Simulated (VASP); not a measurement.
# KF (P4/mmm) in VASP: single point with r2SCAN

Aim: the single point of KF with r2SCAN.

Everything below comes from runs of VASP 6.6.1. Logs are shortened: lines on timing, memory, paths and dates and some standing lists are left out, and cuts for length are marked.

## 1. The cell of the first run

It takes space group P4/mmm (No. 123, tetragonal). The conventional cell has a = 3.179 Å, b = 3.179 Å, c = 3.100 Å, α = 90.00°, β = 90.00°, γ = 90.00°. K (site symmetry 4/mmm) has 8 F at 2.73 Å and 6 K at 3.10 to 3.18 Å within 3.6 Å. Within 3.6 Å of F (site symmetry 4/mmm) lie 8 K at 2.73 Å and 6 F at 3.10 to 3.18 Å.

## 2. Single point, r2SCAN (uniaxial z strain -2.5%)

Contents of POSCAR:

```
KF
1.0
    3.1788706815      0.0000000000      0.0000000000
    0.0000000000      3.1788706815      0.0000000000
    0.0000000000      0.0000000000      3.0997168015
K F
1 1
Direct
    0.0000000000      0.0000000000      0.0000000000
    0.5000000000      0.5000000000      0.5000000000
```

Contents of INCAR.step1:

```
SYSTEM = KF
ALGO = Normal
EDIFF = 1E-5
ENCUT = 660
GGA = PE
GGA_COMPAT = .False.
ISMEAR = 0
LASPH = .True.
LCHARG = .False.
LREAL = .False.
LWAVE = .True.
NBANDS = 15
NELM = 120
PREC = Accurate
SIGMA = 0.01
```

Contents of INCAR.step2:

```
SYSTEM = KF
ALGO = Normal
EDIFF = 1E-6
ENCUT = 660
GGA_COMPAT = .False.
ISIF = 2
ISMEAR = 0
ISTART = 1
LASPH = .True.
LCHARG = .False.
LMIXTAU = .True.
LREAL = .False.
LWAVE = .False.
METAGGA = R2SCAN
NBANDS = 15
NELM = 120
PREC = Accurate
SIGMA = 0.01
```

Contents of KPOINTS:

```
k-points
0
Gamma
  8 8 8
  0 0 0
```

Potentials or basis: VASP PAW PBE potentials, release 64 (K_sv, F).

Command:

```console
> cat potpaw_PBE.64/K_sv/POTCAR potpaw_PBE.64/F/POTCAR > POTCAR
> cp INCAR.step1 INCAR
> mpirun -np 1 vasp_std > vasp.out
> cp INCAR.step2 INCAR
> mpirun -np 1 vasp_std > vasp.out
```

OUTCAR:

```text
SYSTEM = KF
   EDIFF = 1E-6
   ENCUT = 660
   ISIF = 2
   ISMEAR = 0
   ISTART = 1
   LASPH = .True.
   LREAL = .False.
   METAGGA = R2SCAN
   NELM = 120
   PREC = Accurate

 ion  position               nearest neighbor table
   1  0.000  0.000  0.000-   2 2.73   2 2.73   2 2.73   2 2.73   2 2.73   2 2.73   2 2.73   2 2.73

   2  0.500  0.500  0.500-   1 2.73   1 2.73   1 2.73   1 2.73   1 2.73   1 2.73   1 2.73   1 2.73

  LATTYP: Found a simple tetragonal cell.
 ALAT       =     3.1788706815
 C/A-ratio  =     0.9751000000

  Lattice vectors:

 A1 = (   3.1788706815,   0.0000000000,   0.0000000000)
 A2 = (   0.0000000000,   3.1788706815,   0.0000000000)
 A3 = (   0.0000000000,   0.0000000000,   3.0997168015)

Analysis of symmetry for initial positions (statically):
=====================================================================
 Subroutine PRICEL returns:
 Original cell was already a primitive cell.

 Routine SETGRP: Setting up the symmetry group for a
 simple tetragonal supercell.

 Subroutine GETGRP returns: Found 16 space group operations
 (whereof 16 operations were pure point group operations)
 out of a pool of 16 trial point group operations.

The static configuration has the point symmetry D_4h.

Analysis of symmetry for dynamics (positions and initial velocities):
=====================================================================
 Subroutine PRICEL returns:
 Original cell was already a primitive cell.

 Routine SETGRP: Setting up the symmetry group for a
 simple tetragonal supercell.

 Subroutine GETGRP returns: Found 16 space group operations
 (whereof 16 operations were pure point group operations)
 out of a pool of 16 trial point group operations.

The dynamic configuration has the point symmetry D_4h.

 Subroutine INISYM returns: Found 16 space group operations
 (whereof 16 operations are pure point group operations),
 and found     1 'primitive' translations

----------------------------------------------------------------------------------------

                                     Primitive cell

  volume of cell :      31.3233

  direct lattice vectors                    reciprocal lattice vectors
     3.178870681  0.000000000  0.000000000     0.314577125  0.000000000  0.000000000
     0.000000000  3.178870681  0.000000000     0.000000000  0.314577125  0.000000000
     0.000000000  0.000000000  3.099716802     0.000000000  0.000000000  0.322610117

  length of vectors
     3.178870681  3.178870681  3.099716802     0.314577125  0.314577125  0.322610117

  position of ions in fractional coordinates (direct lattice)
     0.000000000  0.000000000  0.000000000
     0.500000000  0.500000000  0.500000000

  ion indices of the primitive-cell ions
   primitive index   ion index
                 1           1
                 2           2

----------------------------------------------------------------------------------------

 KPOINTS: k-points

Automatic generation of k-mesh.
 Grid dimensions read from file:
 generate k-points for:    8    8    8

 Generating k-lattice:

  Cartesian coordinates                     Fractional coordinates (reciprocal lattice)
     0.039322141  0.000000000  0.000000000     0.125000000  0.000000000  0.000000000
     0.000000000  0.039322141  0.000000000     0.000000000  0.125000000  0.000000000
     0.000000000  0.000000000  0.040326265     0.000000000  0.000000000  0.125000000

  Length of vectors
     0.039322141  0.039322141  0.040326265

  Shift w.r.t. Gamma in fractional coordinates (k-lattice)
     0.000000000  0.000000000  0.000000000

 Subroutine IBZKPT returns following result:
 ===========================================

 Found     75 irreducible k-points:

 Following reciprocal coordinates:
            Coordinates               Weight
  0.000000  0.000000  0.000000      1.000000
  0.125000  0.000000  0.000000      4.000000
  0.250000  0.000000  0.000000      4.000000
  0.375000  0.000000  0.000000      4.000000
  0.500000  0.000000  0.000000      2.000000
  0.125000  0.125000  0.000000      4.000000
[... 16 lines left out ...]
  0.375000  0.125000  0.125000     16.000000
  0.500000  0.125000  0.125000      8.000000
 [... further k-points ...]
   k-points           NKPTS =     75   k-points in BZ     NKDIM =     75   number of bands    NBANDS=     15
   number of dos      NEDOS =    301   number of ions     NIONS =      2
   total plane-waves  NPLWV =  21952
   dimension x,y,z NGX =    28 NGY =   28 NGZ =   28
   dimension x,y,z NGXF=    56 NGYF=   56 NGZF=   56
   ions per type =               1   1
   NGX,Y,Z   is equivalent  to a cutoff of  14.64, 14.64, 15.02 a.u.
   NGXF,Y,Z  is equivalent  to a cutoff of  29.29, 29.29, 30.03 a.u.
 SYSTEM =  KF
   PREC   = accura    normal or accurate (medium, high low for compatibility)
   ISTART =      1    job   : 0-new  1-cont  2-samecut
   ICHARG =      0    charge: 1-file 2-atom 10-const
   ISPIN  =      1    spin polarized calculation?
   LNONCOLLINEAR =      F non collinear calculations
   LSORBIT =      F    spin-orbit coupling
   LASPH  =      T    aspherical Exc in radial PAW
   ENCUT  =  660.0 eV  48.51 Ry    6.96 a.u.   6.66  6.66  6.49*2*pi/ulx,y,z
   NELM   =    120;   NELMIN=  2; NELMDL=  0     # of ELM steps
   EDIFF  = 0.1E-05   stopping-criterion for ELM
   LREAL  =      F    real-space projection
   EDIFFG = 0.1E-04   stopping-criterion for IOM
   NSW    =      0    number of steps for IOM
   IBRION =     -1    ionic relax: 0-MD 1-quasi-New 2-CG
   NFREE  =      0    steps in history (QN), initial steepest desc. (CG)
   ISIF   =      2    stress and relaxation
   ISYM   =      2    0-nonsym 1-usesym 2-fastsym
   POTIM  = 0.5000    time-step for ionic-motion
   TEBEG  =    0.0;   TEEND  =   0.0 temperature during run
   PSTRESS=    0.0 pullay stress
   NELECT =      16.0000    total number of electrons
   NUPDOWN=      -1.0000    fix difference up-down
   EMIN   =  10.00;   EMAX   =-10.00  energy-range for DOS
   EFERMI =   0.00;   METHOD = LEGACY
   ISMEAR =     0;   SIGMA  =   0.01  broadening in eV -4-tet -1-fermi 0-gaus
   EFERMI_NEDOS =   21; number of points for ismear=-14 and -15
   IALGO  =     38    algorithm
   IMIX   =      4    mixing-type and parameters
     AMIX     =   0.40;   BMIX     =  1.00
     AMIX_MAG =   1.60;   BMIX_MAG =  1.00
  volume/ion in A,a.u.               =      15.66       105.69
  Fermi-wavevector in a.u.,A,eV,Ry     =   1.308656  2.473002 23.301081  1.712581
  Thomas-Fermi vector in A             =   2.439308
   LORBIT       =      0    0 simple, 1 ext, 2 COOP (PROOUT), +10 PAW based schemes
   METAGGA = R2SCAN    functional components
   LHFCALC =     F    Hartree Fock is set to
   AEXX    =    0.0000 exact exchange contribution
   IVDW    =     0    specifies the selected vdW correction
   LEPSILON=     F    determine dielectric tensor
   LRPA    =     F    only Hartree local field effects (RPA)
 non-spin polarized calculation
 Gauss-broadening in eV      SIGMA  =   0.01
  energy-cutoff  :      660.00
  volume of cell :       31.32
 maximum number of plane-waves:      1229
 NGX is ok and might be reduce to    28
   NGX = 13   NGY = 13   NGZ = 13

 number of electron      15.9999995 magnetization

 Free energy of the ion-electron system (eV)
  ---------------------------------------------------
  ext. energy  EPLUGINS =         0.00000000
  ---------------------------------------------------
  free energy    TOTEN  =       -14.85672541 eV

  energy without entropy =      -14.85672541  energy(sigma->0) =      -14.85672541

 E-fermi :  -2.1264     XC(G=0): -10.0391

 val. band max:       -2.1976776457   @ k =   0.5000   0.5000   0.0000
 cond. band min:       5.6779795724   @ k =   0.0000   0.0000   0.0000
 fundamental gap:      7.8756572181
 Fermi energy:        -2.1264237208

 k-point     1 :       0.0000    0.0000    0.0000
  band No.  band energies     occupation
      1     -30.0736      2.00000
      2     -22.3738      2.00000
      3     -12.2290      2.00000
      4     -12.2290      2.00000
      5     -12.1441      2.00000
      6      -2.3167      2.00000
      7      -2.3167      2.00000
      8      -2.2235      2.00000
      9       5.6780      0.00000
     10       6.8238      0.00000
     11       6.9019      0.00000
     12      13.0026      0.00000
     13      13.1942      0.00000
     14      13.1942      0.00000
     15      21.4736      0.00000

 k-point     2 :       0.1250    0.0000    0.0000
  band No.  band energies     occupation
      1     -30.0489      2.00000
      2     -22.3837      2.00000
      3     -12.3497      2.00000
      4     -12.2080      2.00000
      5     -12.1246      2.00000
      6      -2.5319      2.00000
      7      -2.3422      2.00000
      8      -2.2438      2.00000
      9       6.1133      0.00000
     10       7.0068      0.00000
     11       7.2686      0.00000
     12      12.7465      0.00000
     13      12.9325      0.00000
     14      13.2443      0.00000
     15      20.0608      0.00000

 k-point     3 :       0.2500    0.0000    0.0000
  band No.  band energies     occupation
      1     -29.9882      2.00000
      2     -22.4093      2.00000
      3     -12.6266      2.00000
      4     -12.1566      2.00000
      5     -12.0771      2.00000
      6      -3.0018      2.00000
      7      -2.4053      2.00000
      8      -2.2944      2.00000
      9       7.1265      0.00000
     10       7.3528      0.00000
     11       8.4230      0.00000
     12      12.2160      0.00000
     13      12.3874      0.00000
     14      13.3687      0.00000
     15      18.2682      0.00000
[... 343 lines left out ...]
 k-point    23 :       0.3750    0.1250    0.1250
  band No.  band energies     occupation
      1     -29.8812      2.00000
      2     -22.4020      2.00000
      3     -12.9123      2.00000
      4     -12.2532      2.00000
      5     -12.2020      2.00000
      6      -3.2556      2.00000
      7      -2.5744      2.00000
      8      -2.4058      2.00000
      9       8.3109      0.00000
     10       8.5300      0.00000
     11       9.5866      0.00000
     12      11.1961      0.00000
     13      12.1406      0.00000
     14      12.5399      0.00000
     15      17.3647      0.00000

 k-point    24 :       0.5000    0.1250    0.1250
  band No.  band energies     occupation
      1     -29.8567      2.00000
      2     -22.4061      2.00000
      3     -13.0229      2.00000
      4     -12.2492      2.00000
      5     -12.1812      2.00000
      6      -3.3780      2.00000
      7      -2.6041      2.00000
      8      -2.3963      2.00000
      9       8.4713      0.00000
     10       9.0427      0.00000
     11       9.4744      0.00000
     12      10.9863      0.00000
     13      12.5001      0.00000
     14      12.9731      0.00000
     15      16.4107      0.00000

 [... further k-points ...]
[... 5 lines left out ...]
  --------------------------------------------------------------------------------------
  -------------------------------------------------------------------------------------
  Total        0.0602129      0.0602129      0.5376215      0.0000000      0.0000000      0.0000000
  in kB        3.0798692      3.0798692     27.4991606      0.0000000      0.0000000      0.0000000
  external PRESSURE =      11.2196330 kB  Pullay stress =       0.0000000 kB

 VOLUME and BASIS-vectors are now :
 -----------------------------------------------------------------------------
  energy-cutoff  :      660.00
  volume of cell :       31.32
      direct lattice vectors                 reciprocal lattice vectors
     3.178870681  0.000000000  0.000000000     0.314577125  0.000000000  0.000000000
     0.000000000  3.178870681  0.000000000     0.000000000  0.314577125  0.000000000
     0.000000000  0.000000000  3.099716802     0.000000000  0.000000000  0.322610117

 POSITION                                       TOTAL-FORCE (eV/Angst)
 -----------------------------------------------------------------------------------
      0.00000      0.00000      0.00000         0.000000      0.000000      0.000000
      1.58944      1.58944      1.54986         0.000000      0.000000      0.000000
 -----------------------------------------------------------------------------------
    total drift:                                0.000000      0.000000      0.000000

  FREE ENERGIE OF THE ION-ELECTRON SYSTEM (eV)
  ---------------------------------------------------
  free  energy   TOTEN  =       -14.8567254092 eV

  energy  without entropy=      -14.8567254092  energy(sigma->0) =      -14.85672541
```

It took 3.4 min on 1 thread of Intel Xeon Platinum 8375C at 2.90GHz (Ice Lake), shared host; peak memory 0.19 GiB.

Results:

* Free energy: -14.8567 eV
* Pressure: 1.1 GPa
* Band gap on the k mesh: 7.88 eV (least direct gap 7.90 eV)

Stress tensor (GPa, compression positive):
```
0.31 0.00 0.00
0.00 0.31 0.00
0.00 0.00 2.75
```

Caveat: the cell differs from its parent crystal (uniaxial z strain -2.5%); the PAW data sets were made with another functional, which shifts forces and pressure a little.
